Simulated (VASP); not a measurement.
# AlCo in VASP: a series of runs

Runs on AlCo. Level: PBEsol. Tasks: relaxation of cell and atoms, single point.

All numbers are computed with VASP 6.6.1; they aren't measurements. Logs are shortened: lines on timing, memory, paths and dates and some standing lists are left out, and cuts for length are marked.

### Step 1. The cell of the first run

Symmetry: Pm-3m, No. 221, cubic system. Conventional cell: a = 2.805 Å, b = 2.805 Å, c = 2.805 Å, α = 90.00°, β = 90.00°, γ = 90.00°. Al (site symmetry m-3m) has 8 Co at 2.43 Å and 6 Al at 2.80 Å within 3.2 Å. Within 3.2 Å of Co (site symmetry m-3m) lie 8 Al at 2.43 Å and 6 Co at 2.80 Å.

### Step 2. Relaxation of cell and atoms, PBEsol, target pressure 2 GPa, at which the enthalpy is minimised

Input file INCAR:

```
PREC = Accurate ; ENCUT = 600
EDIFF = 1E-7 ; ISMEAR = 0
SIGMA = 0.1 ; LREAL = F
LASPH = T ; NELM = 80
ALGO = Normal ; ISIF = 3
LWAVE = F ; LCHARG = F
GGA = PS ; IBRION = 2
NSW = 70 ; EDIFFG = -0.008
PSTRESS = 20.0
```

Input file KPOINTS:

```
Automatic mesh
0
Gamma
  14 14 14
```

Input file POSCAR:

```
AlCo
1.0
    2.8046127996      0.0000000000      0.0000000000
    0.0000000000      2.8046127996      0.0000000000
    0.0000000000      0.0000000000      2.8046127996
Al Co
1 1
Direct
    0.0000000000      0.0000000000      0.0000000000
    0.5000000000      0.5000000000      0.5000000000
```

Potentials or basis: VASP PAW PBE potentials, release 64 (Al, Co).

Started as:

```sh
> cat potpaw_PBE.64/Al/POTCAR potpaw_PBE.64/Co/POTCAR > POTCAR
> mpirun -np 1 vasp_std > vasp.out
```

OUTCAR:

```text
PREC = Accurate
   ENCUT = 600
   EDIFF = 1E-7
   ISMEAR = 0
   LREAL = F
   LASPH = T
   NELM = 80
   ISIF = 3
   GGA = PS
   IBRION = 2
   NSW = 70
   EDIFFG = -0.008
   PSTRESS = 20.0

 ion  position               nearest neighbor table
   1  0.000  0.000  0.000-   2 2.43   2 2.43   2 2.43   2 2.43   2 2.43   2 2.43   2 2.43   2 2.43

   2  0.500  0.500  0.500-   1 2.43   1 2.43   1 2.43   1 2.43   1 2.43   1 2.43   1 2.43   1 2.43

  LATTYP: Found a simple cubic cell.
 ALAT       =     2.8046127996

  Lattice vectors:

 A1 = (   2.8046127996,   0.0000000000,   0.0000000000)
 A2 = (   0.0000000000,   2.8046127996,   0.0000000000)
 A3 = (   0.0000000000,   0.0000000000,   2.8046127996)

Analysis of symmetry for initial positions (statically):
=====================================================================
 Subroutine PRICEL returns:
 Original cell was already a primitive cell.

 Routine SETGRP: Setting up the symmetry group for a
 simple cubic supercell.

 Subroutine GETGRP returns: Found 48 space group operations
 (whereof 48 operations were pure point group operations)
 out of a pool of 48 trial point group operations.

The static configuration has the point symmetry O_h .

Analysis of symmetry for dynamics (positions and initial velocities):
=====================================================================
 Subroutine PRICEL returns:
 Original cell was already a primitive cell.

 Routine SETGRP: Setting up the symmetry group for a
 simple cubic supercell.

 Subroutine GETGRP returns: Found 48 space group operations
 (whereof 48 operations were pure point group operations)
 out of a pool of 48 trial point group operations.

The dynamic configuration has the point symmetry O_h .

 Subroutine INISYM returns: Found 48 space group operations
 (whereof 48 operations are pure point group operations),
 and found     1 'primitive' translations

----------------------------------------------------------------------------------------

                                     Primitive cell

  volume of cell :      22.0607

  direct lattice vectors                    reciprocal lattice vectors
     2.804612800  0.000000000  0.000000000     0.356555458  0.000000000  0.000000000
     0.000000000  2.804612800  0.000000000     0.000000000  0.356555458  0.000000000
     0.000000000  0.000000000  2.804612800     0.000000000  0.000000000  0.356555458

  length of vectors
     2.804612800  2.804612800  2.804612800     0.356555458  0.356555458  0.356555458

  position of ions in fractional coordinates (direct lattice)
     0.000000000  0.000000000  0.000000000
     0.500000000  0.500000000  0.500000000

  ion indices of the primitive-cell ions
   primitive index   ion index
                 1           1
                 2           2

----------------------------------------------------------------------------------------

 KPOINTS: Automatic mesh

Automatic generation of k-mesh.
 Grid dimensions read from file:
 generate k-points for:   14   14   14

 Generating k-lattice:

  Cartesian coordinates                     Fractional coordinates (reciprocal lattice)
     0.025468247  0.000000000  0.000000000     0.071428571  0.000000000  0.000000000
     0.000000000  0.025468247  0.000000000     0.000000000  0.071428571  0.000000000
     0.000000000  0.000000000  0.025468247     0.000000000  0.000000000  0.071428571

  Length of vectors
     0.025468247  0.025468247  0.025468247

  Shift w.r.t. Gamma in fractional coordinates (k-lattice)
     0.000000000  0.000000000  0.000000000

 Subroutine IBZKPT returns following result:
 ===========================================

 Found    120 irreducible k-points:

 Following reciprocal coordinates:
            Coordinates               Weight
  0.000000  0.000000  0.000000      1.000000
  0.071429  0.000000  0.000000      6.000000
  0.142857  0.000000  0.000000      6.000000
  0.214286  0.000000  0.000000      6.000000
  0.285714  0.000000  0.000000      6.000000
  0.357143  0.000000  0.000000      6.000000
[... 16 lines left out ...]
  0.285714  0.214286  0.000000     24.000000
  0.357143  0.214286  0.000000     24.000000
 [... further k-points ...]
   k-points           NKPTS =    120   k-points in BZ     NKDIM =    120   number of bands    NBANDS=     10
   number of dos      NEDOS =    301   number of ions     NIONS =      2
   total plane-waves  NPLWV =  13824
   dimension x,y,z NGX =    24 NGY =   24 NGZ =   24
   dimension x,y,z NGXF=    48 NGYF=   48 NGZF=   48
   ions per type =               1   1
   NGX,Y,Z   is equivalent  to a cutoff of  14.23, 14.23, 14.23 a.u.
   NGXF,Y,Z  is equivalent  to a cutoff of  28.45, 28.45, 28.45 a.u.
 SYSTEM =  unknown system
   PREC   = accura    normal or accurate (medium, high low for compatibility)
   ISTART =      0    job   : 0-new  1-cont  2-samecut
   ICHARG =      2    charge: 1-file 2-atom 10-const
   ISPIN  =      1    spin polarized calculation?
   LNONCOLLINEAR =      F non collinear calculations
   LSORBIT =      F    spin-orbit coupling
   LASPH  =      T    aspherical Exc in radial PAW
   ENCUT  =  600.0 eV  44.10 Ry    6.64 a.u.   5.60  5.60  5.60*2*pi/ulx,y,z
   NELM   =     80;   NELMIN=  2; NELMDL= -5     # of ELM steps
   EDIFF  = 0.1E-06   stopping-criterion for ELM
   LREAL  =      F    real-space projection
   EDIFFG = -.8E-02   stopping-criterion for IOM
   NSW    =     70    number of steps for IOM
   IBRION =      2    ionic relax: 0-MD 1-quasi-New 2-CG
   NFREE  =      1    steps in history (QN), initial steepest desc. (CG)
   ISIF   =      3    stress and relaxation
   ISYM   =      2    0-nonsym 1-usesym 2-fastsym
   POTIM  = 0.5000    time-step for ionic-motion
   TEBEG  =    0.0;   TEEND  =   0.0 temperature during run
   PSTRESS=   20.0 pullay stress
   NELECT =      12.0000    total number of electrons
   NUPDOWN=      -1.0000    fix difference up-down
   EMIN   =  10.00;   EMAX   =-10.00  energy-range for DOS
   EFERMI =   0.00;   METHOD = LEGACY
   ISMEAR =     0;   SIGMA  =   0.10  broadening in eV -4-tet -1-fermi 0-gaus
   EFERMI_NEDOS =   21; number of points for ismear=-14 and -15
   IALGO  =     38    algorithm
   IMIX   =      4    mixing-type and parameters
     AMIX     =   0.40;   BMIX     =  1.00
     AMIX_MAG =   1.60;   BMIX_MAG =  1.00
  volume/ion in A,a.u.               =      11.03        74.44
  Fermi-wavevector in a.u.,A,eV,Ry     =   1.336377  2.525386 24.298693  1.785904
  Thomas-Fermi vector in A             =   2.465008
   LORBIT       =      0    0 simple, 1 ext, 2 COOP (PROOUT), +10 PAW based schemes
   GGA     = PS    functional components
   LHFCALC =     F    Hartree Fock is set to
   AEXX    =    0.0000 exact exchange contribution
   IVDW    =     0    specifies the selected vdW correction
   LEPSILON=     F    determine dielectric tensor
   LRPA    =     F    only Hartree local field effects (RPA)
 conjugate gradient relaxation of ions
 non-spin polarized calculation
 Gauss-broadening in eV      SIGMA  =   0.10
  energy-cutoff  :      600.00
  volume of cell :       22.06
 maximum number of plane-waves:       756
 NGX is ok and might be reduce to    24
   NGX = 11   NGY = 11   NGZ = 11

--------------------------------------- Ionic step        1  -------------------------------------------

 number of electron      11.9999998 magnetization

 Free energy of the ion-electron system (eV)
  ---------------------------------------------------
  ext. energy  EPLUGINS =         0.00000000
  ---------------------------------------------------
  free energy    TOTEN  =       -13.07875700 eV

  energy without entropy =      -13.07557197  energy(sigma->0) =      -13.07716449

------------------------ aborting loop because EDIFF is reached ----------------------------------------

  FORCE on cell =-STRESS in cart. coord.  units (eV):
  Direction    XX          YY          ZZ          XY          YZ          ZX
  --------------------------------------------------------------------------------------
  -------------------------------------------------------------------------------------
  Total        0.5396399      0.5396399      0.5396399     -0.0000000      0.0000000      0.0000000
  in kB       39.1918599     39.1918599     39.1918599     -0.0000000      0.0000000      0.0000000
  external PRESSURE =      19.1918599 kB  Pullay stress =      20.0000000 kB

 VOLUME and BASIS-vectors are now :
 -----------------------------------------------------------------------------
  energy-cutoff  :      600.00
  volume of cell :       22.06
      direct lattice vectors                 reciprocal lattice vectors
     2.804612800  0.000000000  0.000000000     0.356555458  0.000000000  0.000000000
     0.000000000  2.804612800  0.000000000     0.000000000  0.356555458  0.000000000
     0.000000000  0.000000000  2.804612800     0.000000000  0.000000000  0.356555458
[... 46 lines left out ...]
  FREE ENERGIE OF THE ION-ELECTRON SYSTEM (eV)
  ---------------------------------------------------
  free  energy   TOTEN  =       -13.0839137713 eV

  energy  without entropy=      -13.0806286873  energy(sigma->0) =      -13.08227123

  enthalpy is  TOTEN    =       -12.8032304250 eV   P V=        0.2806833463

--------------------------------------- Ionic step        3  -------------------------------------------

 number of electron      11.9999997 magnetization

 Free energy of the ion-electron system (eV)
  ---------------------------------------------------
  ext. energy  EPLUGINS =         0.00000000
  ---------------------------------------------------
  free energy    TOTEN  =       -13.08251647 eV

  energy without entropy =      -13.07928446  energy(sigma->0) =      -13.08090046

 E-fermi :  10.9850     XC(G=0): -12.5762

 val. band max:       10.9768520263   @ k =   0.5000   0.3571   0.0714
 cond. band min:      11.0563820116   @ k =   0.5000   0.2857   0.0000
 fundamental gap:      0.0795299853
 Fermi energy:        10.9849785511

 k-point     1 :       0.0000    0.0000    0.0000
  band No.  band energies     occupation
      1      -0.3587      2.00000
      2       7.8133      2.00000
      3       7.8133      2.00000
      4      10.1120      2.00000
      5      10.1120      2.00000
      6      10.1120      2.00000
      7      17.1365      0.00000
      8      17.1365      0.00000
      9      17.1365      0.00000
     10      19.8902      0.00000

 k-point     2 :       0.0714    0.0000    0.0000
  band No.  band energies     occupation
      1      -0.2592      2.00000
      2       7.8055      2.00000
      3       7.8417      2.00000
      4      10.0567      2.00000
      5      10.0567      2.00000
      6      10.1179      2.00000
      7      16.1898      0.00000
      8      17.2757      0.00000
      9      17.2757      0.00000
     10      19.8733      0.00000
[... 274 lines left out ...]
 k-point    24 :       0.3571    0.2143    0.0000
  band No.  band energies     occupation
      1       2.8188      2.00000
      2       6.7656      2.00000
      3       8.3070      2.00000
      4       9.0363      2.00000
      5       9.4121      2.00000
      6       9.8543      2.00000
      7      11.6763      0.00000
      8      15.6259      0.00000
      9      19.5597      0.00000
     10      21.0877      0.00000

 [... further k-points ...]

------------------------ aborting loop because EDIFF is reached ----------------------------------------

  FORCE on cell =-STRESS in cart. coord.  units (eV):
  Direction    XX          YY          ZZ          XY          YZ          ZX
  --------------------------------------------------------------------------------------
  -------------------------------------------------------------------------------------
  Total        0.2788287      0.2788287      0.2788287      0.0000000     -0.0000000      0.0000000
  in kB       20.0640849     20.0640849     20.0640849      0.0000000     -0.0000000      0.0000000
  external PRESSURE =       0.0640849 kB  Pullay stress =      20.0000000 kB

 VOLUME and BASIS-vectors are now :
 -----------------------------------------------------------------------------
  energy-cutoff  :      600.00
  volume of cell :       22.27
      direct lattice vectors                 reciprocal lattice vectors
     2.813257945  0.000000000  0.000000000     0.355459762  0.000000000 -0.000000000
    -0.000000000  2.813257945  0.000000000    -0.000000000  0.355459762 -0.000000000
     0.000000000  0.000000000  2.813257945    -0.000000000 -0.000000000  0.355459762

 POSITION                                       TOTAL-FORCE (eV/Angst)
 -----------------------------------------------------------------------------------
      0.00000      0.00000      0.00000        -0.000000      0.000000      0.000000
      1.40663      1.40663      1.40663         0.000000     -0.000000      0.000000
 -----------------------------------------------------------------------------------
    total drift:                                0.000000     -0.000000     -0.000000

  FREE ENERGIE OF THE ION-ELECTRON SYSTEM (eV)
  ---------------------------------------------------
  free  energy   TOTEN  =       -13.0825164679 eV

  energy  without entropy=      -13.0792844550  energy(sigma->0) =      -13.08090046

  enthalpy is  TOTEN    =       -12.8045783735 eV   P V=        0.2779380944

 reached required accuracy - stopping structural energy minimisation
```

Wall time 71 s (1 thread of AMD EPYC 7R13, shared host); peak memory 0.14 GiB.

Results:

| Property | Result |
| --- | --- |
| Free energy | -13.0825 eV |
| Relaxed volume | 11.13 Å³/atom |
| Relaxed cell | a = 2.813 Å, b = 2.813 Å, c = 2.813 Å, α = 90.00°, β = 90.00°, γ = 90.00° |
| Space group after relaxing (to 0.05 Å) | Pm-3m (No. 221) |
| Energy change on relaxing (the enthalpy is what falls) | -1.9 meV/atom |
| Ionic steps | 3 |
| Pressure after relaxing | 2.0 GPa |
| Band gap on the k mesh | zero (band 6 reaches 13.34 eV, above the bottom of band 7 at 10.71 eV) |

Step by step:
| step | energy change (eV) | largest force (eV/Å) | pressure (GPa) | volume (Å³) |
| --- | --- | --- | --- | --- |
| 1 | 0.0000 | 0.0000 | 3.92 | 22.06 |
| 2 | -0.0052 | 0.0000 | 0.05 | 22.49 |
| 3 | -0.0038 | 0.0000 | 2.01 | 22.27 |

Final structure:
```xyz
2
Lattice="2.8133 0.0000 0.0000 0.0000 2.8133 0.0000 0.0000 0.0000 2.8133" Properties=species:S:1:pos:R:3 pbc="T T T"
Al    0.0000    0.0000    0.0000
Co    1.4066    1.4066    1.4066
```

Caveat: the cell is relaxed towards a set pressure, so the enthalpy falls and the energy may rise; the PAW data sets were made with another functional, which shifts forces and pressure a little.

[end of part 1 of 2]
